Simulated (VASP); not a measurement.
The system is Co.

```
Co
1.0
     0.00000    1.76004    1.76004
     1.76004    0.00000    1.76004
     1.76004    1.76004    0.00000
Co
1
Direct
  0.00000 0.00000 0.00000
```

This isn't the form of Co at room conditions, which is hcp.

Base run:

| Item | Value |
| --- | --- |
| Program | VASP 6.6.1 |
| Functional | PBE |
| Potentials or basis | VASP PAW PBE potentials, release 64 (Co) |
| Cutoff | 520 eV |
| k mesh | 20 × 20 × 20 |
| Occupations | gaussian, width 0.05 eV |
| Spin | collinear spin, ferromagnetic start |
| Starting moments | [1.88] μB |

Its results: pressure -0.7 GPa; net moment 1.64 μB per cell.

Q: The run is repeated on the same cell with these changes: moments at the start from [1.88] to [0.5]. What comes out?

A: Pressure -13.2 GPa; net moment 0.00 μB per cell.

Caveats: the cell stands under tension (at least some runs).
